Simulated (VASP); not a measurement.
# SnSe (F-43m) in VASP: a series of runs

Runs on SnSe. Level: PBE. Tasks: single point, relaxation of cell and atoms.

All numbers are computed with VASP 6.6.1; they aren't measurements. Logs are shortened: lines on timing, memory, paths and dates and some standing lists are left out, and cuts for length are marked.

### 1 The cell of the first run

Symmetry: F-43m, No. 216, cubic system. Conventional cell: a = 6.780 Å, b = 6.780 Å, c = 6.780 Å, α = 90.00°, β = 90.00°, γ = 90.00°. Within 3.9 Å of Sn (site symmetry -43m) lie 4 Se at 2.94 Å. Se (site symmetry -43m) has 4 Sn at 2.94 Å within 3.9 Å.

### 2 Single point, PBE

File INCAR:

```
SYSTEM = SnSe
PREC     = Accurate       ! precision mode
ENCUT    = 500            ! plane-wave cutoff, eV
EDIFF    = 1E-6           ! SCF threshold, eV
ISMEAR   = -1             ! smearing method
SIGMA    = 0.01           ! smearing width, eV
LREAL    = .FALSE.        ! projectors in reciprocal space
LASPH    = .TRUE.         ! aspherical terms in the spheres
NELM     = 120            ! most SCF steps
ALGO     = Normal         ! electronic algorithm
ISIF     = 2              ! what is computed and relaxed
LWAVE    = .FALSE.        ! write WAVECAR
LCHARG   = .FALSE.        ! write CHGCAR
GGA      = PE             ! functional
NBANDS   = 17             ! bands
GGA_COMPAT= .FALSE.
```

File KPOINTS:

```
regular mesh
0
G
  6 6 6
  0 0 0
```

File POSCAR:

```
SnSe
1.0
    0.0000000000      3.3900301511      3.3900301511
    3.3900301511      0.0000000000      3.3900301511
    3.3900301511      3.3900301511      0.0000000000
Sn Se
1 1
Direct
    0.0000000000      0.0000000000      0.0000000000
    0.2500000000      0.2500000000      0.2500000000
```

Potentials or basis: VASP PAW PBE potentials, release 64 (Sn_d, Se).

Command:

```
cat potpaw_PBE.64/Sn_d/POTCAR potpaw_PBE.64/Se/POTCAR > POTCAR
mpirun -np 1 vasp_std > vasp.out
```

OUTCAR:

```text
SYSTEM = SnSe
   PREC = Accurate
   ENCUT = 500
   EDIFF = 1E-6
   ISMEAR = -1
   LREAL = .FALSE.
   LASPH = .TRUE.
   NELM = 120
   ISIF = 2
   GGA = PE

 ion  position               nearest neighbor table
   1  0.000  0.000  0.000-   2 2.94   2 2.94   2 2.94   2 2.94
   2  0.250  0.250  0.250-   1 2.94   1 2.94   1 2.94   1 2.94

  LATTYP: Found a face centered cubic cell.
 ALAT       =     6.7800603022

  Lattice vectors:

 A1 = (   0.0000000000,   3.3900301511,   3.3900301511)
 A2 = (   3.3900301511,   0.0000000000,   3.3900301511)
 A3 = (   3.3900301511,   3.3900301511,   0.0000000000)

Analysis of symmetry for initial positions (statically):
=====================================================================
 Subroutine PRICEL returns:
 Original cell was already a primitive cell.

 Routine SETGRP: Setting up the symmetry group for a
 face centered cubic supercell.

 Subroutine GETGRP returns: Found 24 space group operations
 (whereof 24 operations were pure point group operations)
 out of a pool of 48 trial point group operations.

The static configuration has the point symmetry T_d .

Analysis of symmetry for dynamics (positions and initial velocities):
=====================================================================
 Subroutine PRICEL returns:
 Original cell was already a primitive cell.

 Routine SETGRP: Setting up the symmetry group for a
 face centered cubic supercell.

 Subroutine GETGRP returns: Found 24 space group operations
 (whereof 24 operations were pure point group operations)
 out of a pool of 48 trial point group operations.

The dynamic configuration has the point symmetry T_d .

 Subroutine INISYM returns: Found 24 space group operations
 (whereof 24 operations are pure point group operations),
 and found     1 'primitive' translations

----------------------------------------------------------------------------------------

                                     Primitive cell

  volume of cell :      77.9185

  direct lattice vectors                    reciprocal lattice vectors
     0.000000000  3.390030151  3.390030151    -0.147491314  0.147491314  0.147491314
     3.390030151  0.000000000  3.390030151     0.147491314 -0.147491314  0.147491314
     3.390030151  3.390030151  0.000000000     0.147491314  0.147491314 -0.147491314

  length of vectors
     4.794226617  4.794226617  4.794226617     0.255462449  0.255462449  0.255462449

  position of ions in fractional coordinates (direct lattice)
     0.000000000  0.000000000  0.000000000
[... 68 lines left out ...]
   NELM   =    120;   NELMIN=  2; NELMDL= -5     # of ELM steps
   EDIFF  = 0.1E-05   stopping-criterion for ELM
   LREAL  =      F    real-space projection
   EDIFFG = 0.1E-04   stopping-criterion for IOM
   NSW    =      0    number of steps for IOM
   IBRION =     -1    ionic relax: 0-MD 1-quasi-New 2-CG
   NFREE  =      0    steps in history (QN), initial steepest desc. (CG)
   ISIF   =      2    stress and relaxation
   ISYM   =      2    0-nonsym 1-usesym 2-fastsym
   POTIM  = 0.5000    time-step for ionic-motion
   TEBEG  =    0.0;   TEEND  =   0.0 temperature during run
   PSTRESS=    0.0 pullay stress
   NELECT =      20.0000    total number of electrons
   NUPDOWN=      -1.0000    fix difference up-down
   EMIN   =  10.00;   EMAX   =-10.00  energy-range for DOS
   EFERMI =   0.00;   METHOD = LEGACY
   ISMEAR =    -1;   SIGMA  =   0.01  broadening in eV -4-tet -1-fermi 0-gaus
   EFERMI_NEDOS =   21; number of points for ismear=-14 and -15
   IALGO  =     38    algorithm
   IMIX   =      4    mixing-type and parameters
     AMIX     =   0.40;   BMIX     =  1.00
     AMIX_MAG =   1.60;   BMIX_MAG =  1.00
  volume/ion in A,a.u.               =      38.96       262.91
  Fermi-wavevector in a.u.,A,eV,Ry     =   1.040410  1.966090 14.727673  1.082453
  Thomas-Fermi vector in A             =   2.174985
   LORBIT       =      0    0 simple, 1 ext, 2 COOP (PROOUT), +10 PAW based schemes
   GGA     = PE    functional components
   LHFCALC =     F    Hartree Fock is set to
   AEXX    =    0.0000 exact exchange contribution
   IVDW    =     0    specifies the selected vdW correction
   LEPSILON=     F    determine dielectric tensor
   LRPA    =     F    only Hartree local field effects (RPA)
 non-spin polarized calculation
  energy-cutoff  :      500.00
  volume of cell :       77.92
 maximum number of plane-waves:      2006
   NGX = 17   NGY = 17   NGZ = 17

 number of electron      20.0000005 magnetization

 Free energy of the ion-electron system (eV)
  ---------------------------------------------------
  ext. energy  EPLUGINS =         0.00000000
  ---------------------------------------------------
  free energy    TOTEN  =        -7.75481962 eV

  energy without entropy =       -7.75481934  energy(sigma->0) =       -7.75481948

 E-fermi :   2.7680     XC(G=0):  -7.7370

 val. band max:        2.6536825263   @ k =  -0.3333   0.5000   0.1667
 cond. band min:       2.8685005060   @ k =   0.5000   0.5000   0.0000
 fundamental gap:      0.2148179797
 Fermi energy:         2.7680230126

 k-point     1 :       0.0000    0.0000    0.0000
  band No.  band energies     occupation
      1     -18.9689      2.00000
      2     -18.9689      2.00000
      3     -18.9689      2.00000
      4     -18.9580      2.00000
      5     -18.9580      2.00000
      6     -10.3377      2.00000
[... 297 lines left out ...]
      4     -18.9590      2.00000
      5     -18.9567      2.00000
      6      -9.7437      2.00000
[... 9 lines left out ...]
     16      11.6274      0.00000
     17      11.7532      0.00000

------------------------ aborting loop because EDIFF is reached ----------------------------------------

  FORCE on cell =-STRESS in cart. coord.  units (eV):
  Direction    XX          YY          ZZ          XY          YZ          ZX
  --------------------------------------------------------------------------------------
  -------------------------------------------------------------------------------------
  Total        0.0034725      0.0034725      0.0034725     -0.0000000     -0.0000000      0.0000000
  in kB        0.0714022      0.0714022      0.0714022     -0.0000000     -0.0000000      0.0000000
  external PRESSURE =       0.0714022 kB  Pullay stress =       0.0000000 kB

 VOLUME and BASIS-vectors are now :
 -----------------------------------------------------------------------------
  energy-cutoff  :      500.00
  volume of cell :       77.92
      direct lattice vectors                 reciprocal lattice vectors
     0.000000000  3.390030151  3.390030151    -0.147491314  0.147491314  0.147491314
     3.390030151  0.000000000  3.390030151     0.147491314 -0.147491314  0.147491314
     3.390030151  3.390030151  0.000000000     0.147491314  0.147491314 -0.147491314

 POSITION                                       TOTAL-FORCE (eV/Angst)
 -----------------------------------------------------------------------------------
      0.00000      0.00000      0.00000         0.000000      0.000000      0.000000
      1.69502      1.69502      1.69502        -0.000000     -0.000000     -0.000000
 -----------------------------------------------------------------------------------
    total drift:                               -0.000000     -0.000000     -0.000000

  FREE ENERGIE OF THE ION-ELECTRON SYSTEM (eV)
  ---------------------------------------------------
  free  energy   TOTEN  =        -7.7548196201 eV

  energy  without entropy=       -7.7548193378  energy(sigma->0) =       -7.75481948
```

Wall time 26 s (1 thread of AMD EPYC 7R43 (Zen 3), shared host); peak memory 0.17 GiB.

What came out:

```yaml
Free_energy: -7.7548 eV
Pressure: 0.0 GPa
Band_gap_on_the_k_mesh: 0.21 eV (least direct gap 0.68 eV)
```

Levels at points of the mesh, in eV from the valence-band top:
| k point | band 7 | band 8 | band 9 | band 10 | band 11 | band 12 | band 13 | band 14 |
| --- | --- | --- | --- | --- | --- | --- | --- | --- |
| (0.00, 0.00, 0.00) | -5.22 | -2.07 | -2.07 | -2.07 | 1.63 | 1.63 | 1.63 | 4.95 |
| (0.50, 0.00, 0.00) | -6.96 | -2.57 | -2.57 | -2.00 | 2.38 | 2.38 | 3.43 | 6.50 |
| (0.50, 0.50, 0.00) | -7.23 | -3.25 | -3.25 | -0.47 | 0.21 | 4.41 | 4.41 | 5.71 |

Caveat: spin-orbit coupling is left out, which moves the levels of the heavy elements. A k mesh can miss the band edges.

### 3 Relaxation of cell and atoms, PBE

This run uses another cell than the first one, of 33.23 Å³/atom.

File INCAR:

```
PREC = Accurate
ENCUT = 500
EDIFF = 1E-7
ISMEAR = -1
SIGMA = 0.01
LREAL = F
LASPH = T
NELM = 120
ALGO = Normal
ISIF = 3
LWAVE = F
LCHARG = F
GGA = PE
IBRION = 2
NSW = 80
EDIFFG = -0.02
GGA_COMPAT = F
NELMIN = 4
```

File KPOINTS:

```
Automatic mesh
0
Gamma
  6 6 6
```

File POSCAR:

```
SnSe
1.0
    0.0000000000      3.2150000000      3.2150000000
    3.2150000000      0.0000000000      3.2150000000
    3.2150000000      3.2150000000      0.0000000000
Sn Se
1 1
Direct
    0.0000000000      0.0000000000      0.0000000000
    0.2500000000      0.2500000000      0.2500000000
```

Potentials or basis: VASP PAW PBE potentials, release 64 (Sn_d, Se).

Command:

```
cat potpaw_PBE.64/Sn_d/POTCAR potpaw_PBE.64/Se/POTCAR > POTCAR
mpirun -np 1 vasp_std > vasp.out
```

It took 55 s on 1 thread of AMD EPYC 7R43 (Zen 3), shared host; peak memory 0.18 GiB.

The run converged. Its results:

| Item | Value |
| --- | --- |
| Free energy | -7.7535 eV |
| Relaxed volume | 38.98 Å³/atom |
| Relaxed cell | a = 4.795 Å, b = 4.795 Å, c = 4.795 Å, α = 60.00°, β = 60.00°, γ = 60.00° |
| Space group after relaxing (to 0.1 Å) | F-43m (No. 216) |
| Energy gained by relaxing | 100.7 meV/atom |
| Ionic steps | 3 |
| Pressure after relaxing | 0.0 GPa |
| Band gap on the k mesh | 0.22 eV (least direct gap 0.68 eV) |

The path:
```
step  energy change (eV)  largest force (eV/Å)  pressure (GPa)  volume (Å³)
   1              0.0000                0.0000            6.09        66.46
   2             -0.1990                0.0000           -0.54        79.37
   3             -0.2014                0.0000            0.00        77.96
```

Final structure:
```yaml
crystal:
  lattice:
    - [0.00000, 3.39064, 3.39064]
    - [3.39064, 0.00000, 3.39064]
    - [3.39064, 3.39064, 0.00000]
  atoms:
    - { symbol: Sn, position: [0.00000, 0.00000, 0.00000] }
    - { symbol: Se, position: [0.25000, 0.25000, 0.25000] }
```

Levels at points of the mesh, in eV from the valence-band top:
```tsv
k point	band 8	band 9	band 10	band 11	band 12	band 13
(0.00, 0.00, 0.00)	-2.07	-2.07	-2.07	1.63	1.63	1.63
(0.50, 0.00, 0.00)	-2.57	-2.57	-2.00	2.38	2.38	3.43
(0.50, 0.50, 0.00)	-3.24	-3.24	-0.47	0.22	4.40	4.40
```

Caveat: the volume moved by over 15 % at a fixed basis, so the end points are rough; spin-orbit coupling is left out, which moves the levels of the heavy elements.

### 4 Single point, PBE

File INCAR:

```
PREC = Accurate ; ENCUT = 520
EDIFF = 1E-7 ; ISMEAR = -1
SIGMA = 0.01 ; LREAL = False
LASPH = True ; NELM = 60
ALGO = Normal ; ISIF = 2
LWAVE = False ; LCHARG = False
GGA = PE ; NBANDS = 17
```

KPOINTS is that of step 3.

File POSCAR:

```
SnSe
1.0
    0.0000000000      3.3900301511      3.3900301511
    3.3900301511      0.0000000000      3.3900301511
    3.3900301511      3.3900301511      0.0000000000
Sn Se
1 1
Direct
    0.0000000000      0.0000000000      0.0000000000
    0.2500000000      0.2500000000      0.2500000000
```

Command:

```
cat potpaw_PBE.64/Sn_d/POTCAR potpaw_PBE.64/Se/POTCAR > POTCAR
mpirun -np 1 vasp_std > vasp.out
```

Run time: 20 s. Hardware: 1 thread of Intel Xeon 8259CL, shared host; peak memory 0.2 GiB.

The run converged. Its results:

| Property | Result |
| --- | --- |
| Free energy | -7.7548 eV |
| Pressure | 0.0 GPa |
| Band gap on the k mesh | 0.21 eV (least direct gap 0.68 eV) |

Levels at points of the mesh, in eV from the valence-band top:
| k point | band 7 | band 8 | band 9 | band 10 | band 11 | band 12 | band 13 | band 14 |
| --- | --- | --- | --- | --- | --- | --- | --- | --- |
| (0.00, 0.00, 0.00) | -5.22 | -2.07 | -2.07 | -2.07 | 1.63 | 1.63 | 1.63 | 4.95 |
| (0.50, 0.00, 0.00) | -6.96 | -2.57 | -2.57 | -2.00 | 2.38 | 2.38 | 3.43 | 6.50 |
| (0.50, 0.50, 0.00) | -7.23 | -3.25 | -3.25 | -0.47 | 0.21 | 4.41 | 4.41 | 5.71 |

Caveat: spin-orbit coupling is left out, which moves the levels of the heavy elements.

### 5 Single point, PBE

This run uses another cell than the first one, of 38.18 Å³/atom.

File INCAR:

```
SYSTEM = SnSe
  PREC = Accurate
  ENCUT = 520
  EDIFF = 1E-7
  ISMEAR = -1
  SIGMA = 0.01
  LREAL = .FALSE.
  LASPH = .TRUE.
  NELM = 100
  ALGO = Normal
  ISIF = 2
  LWAVE = .FALSE.
  LCHARG = .FALSE.
  GGA = PE
  NBANDS = 17
```

File KPOINTS:

```
Automatic mesh
0
G
  6 6 6
  0 0 0
```

File POSCAR:

```
SnSe
1.0
    0.0000000000      3.3672775853      3.3672775853
    3.3672775853      0.0000000000      3.3672775853
    3.3672775853      3.3672775853      0.0000000000
Sn Se
1 1
Direct
    0.0000000000      0.0000000000      0.0000000000
    0.2500000000      0.2500000000      0.2500000000
```

Command:

```
cat potpaw_PBE.64/Sn_d/POTCAR potpaw_PBE.64/Se/POTCAR > POTCAR
mpirun -np 1 vasp_std > vasp.out
```

Wall time 24 s (1 thread of Intel Xeon 8259CL, shared host); peak memory 0.2 GiB.

It converged, with:

| Item | Value |
| --- | --- |
| Free energy | -7.7514 eV |
| Pressure | 0.7 GPa |
| Band gap on the k mesh | 0.16 eV (least direct gap 0.65 eV) |

Levels at points of the mesh, in eV from the valence-band top:
| k point | band 7 | band 8 | band 9 | band 10 | band 11 | band 12 | band 13 | band 14 |
| --- | --- | --- | --- | --- | --- | --- | --- | --- |
| (0.00, 0.00, 0.00) | -5.19 | -2.15 | -2.15 | -2.15 | 1.61 | 1.61 | 1.61 | 4.95 |
| (0.50, 0.00, 0.00) | -7.04 | -2.66 | -2.66 | -2.05 | 2.36 | 2.36 | 3.47 | 6.48 |
| (0.50, 0.50, 0.00) | -7.32 | -3.35 | -3.35 | -0.49 | 0.16 | 4.47 | 4.47 | 5.71 |

Caveat: spin-orbit coupling is left out, which moves the levels of the heavy elements. A k mesh can miss the band edges.

### 6 Single point, PBE

This run uses another cell than the first one, of 39.74 Å³/atom.

File INCAR:

```
SYSTEM = SnSe
PREC = Accurate
ENCUT = 520
EDIFF = 1E-7
ISMEAR = -1
SIGMA = 0.01
LREAL = .FALSE.
LASPH = .TRUE.
NELM = 80
ALGO = Normal
ISIF = 2
LWAVE = .FALSE.
LCHARG = .TRUE.
GGA = PE
LELF = .TRUE.
LVHAR = .TRUE.
NBANDS = 17
```

KPOINTS is that of step 5.

File POSCAR:

```
SnSe
1.0
    0.0000000000      3.4124813361      3.4124813361
    3.4124813361      0.0000000000      3.4124813361
    3.4124813361      3.4124813361      0.0000000000
Sn Se
1 1
Direct
    0.0000000000      0.0000000000      0.0000000000
    0.2500000000      0.2500000000      0.2500000000
```

Potentials or basis: VASP PAW PBE potentials, release 64 (Sn_d, Se).

Command:

```
cat potpaw_PBE.64/Sn_d/POTCAR potpaw_PBE.64/Se/POTCAR > POTCAR
mpirun -np 1 vasp_std > vasp.out
```

Run time: 31 s. Hardware: 1 thread of Intel Xeon 8259CL, shared host; peak memory 0.2 GiB.

Results (log left out):

```yaml
Free_energy: -7.7522 eV
Pressure: -0.6 GPa
Band_gap_on_the_k_mesh: 0.27 eV (least direct gap 0.72 eV)
```

Levels at points of the mesh, in eV from the valence-band top:
```tsv
k point	band 6	band 7	band 8	band 9	band 10	band 11	band 12	band 13	band 14	band 15
(0.00, 0.00, 0.00)	-12.87	-5.24	-2.00	-2.00	-2.00	1.65	1.65	1.65	4.95	7.60
(0.50, 0.00, 0.00)	-12.46	-6.88	-2.49	-2.49	-1.96	2.39	2.39	3.38	6.50	7.50
(0.50, 0.50, 0.00)	-12.31	-7.15	-3.14	-3.14	-0.45	0.27	4.34	4.34	5.72	7.33
```

Caveat: spin-orbit coupling is left out, which moves the levels of the heavy elements. A k mesh can miss the band edges.

[end of part 1 of 2]
